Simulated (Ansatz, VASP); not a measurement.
# BaSO in VASP and in Ansatz

INCAR

```
SYSTEM = BaSO
ALGO = Normal
EDIFF = 1E-6
ENCUT = 520
GGA = PS
ISIF = 2
ISMEAR = 0
LASPH = .True.
LCHARG = .False.
LREAL = .False.
LWAVE = .False.
NBANDS = 18
NELM = 60
PREC = Accurate
SIGMA = 0.01
```

KPOINTS

```
k-points
0
Gamma
  10 10 10
  0 0 0
```

Contents of POSCAR:

```
BaSO
1.0
   -2.1466469446      2.1466469446      3.6269062958
    2.1466469446     -2.1466469446      3.6269062958
    2.1466469446      2.1466469446     -3.6269062958
Ba S O
1 1 1
Direct
   -0.0254693704     -0.0254693704      0.0000000000
    0.3977102255      0.3977102255      0.0000000000
    0.6277591448      0.6277591448      0.0000000000
```

Input for Ansatz:

```yaml
crystal:
  lattice:
    - [-2.1466469446, 2.1466469446, 3.6269062958]
    - [2.1466469446, -2.1466469446, 3.6269062958]
    - [2.1466469446, 2.1466469446, -3.6269062958]
  atoms:
    - { symbol: Ba, position: [-0.0254693704, -0.0254693704, 0.0] }
    - { symbol: S, position: [0.3977102255, 0.3977102255, 0.0] }
    - { symbol: O, position: [0.6277591448, 0.6277591448, 0.0] }
basis:
  ecutwfc: 420
kpoints:
  mp_grid: { grid: [10, 10, 10] }
hamiltonian:
  xc: pbesol
scf:
  occupations: { method: gaussian, width: 0.01 }
  n_extra_bands: 12
output:
  eigenvalues: true
  optics: { e_range: [0, 14], sigma: 0.1, nscf_kmesh: { grid: [14, 14, 14] } }
checkpoint:
  read: start.run
  write: ck
  compress: false
  write_wavefunctions: false
  write_every: 100000
```

Alike in both runs: task single point; functional PBEsol; k mesh 10 × 10 × 10; occupations gaussian, width 0.01 eV; no spin polarisation.

|  | VASP | Ansatz |
| --- | --- | --- |
| version | VASP 6.6.1 | Ansatz 0.2.0 |
| potentials or method | VASP PAW PBE potentials, release 64 (Ba_sv, S, O), cutoff 520 eV | scalar-relativistic, plane waves, PAW |
| valence electrons in the cell | 22 | 22 |

```csv
,VASP,Ansatz,Ansatz less VASP
gap on the k mesh at the Fermi level (eV),0.82,0.91,+0.087
least direct gap on the mesh (eV),0.82,0.91,+0.087
```

VASP's potentials were made for PBE, not for PBEsol.

Neither program's run includes spin-orbit coupling.
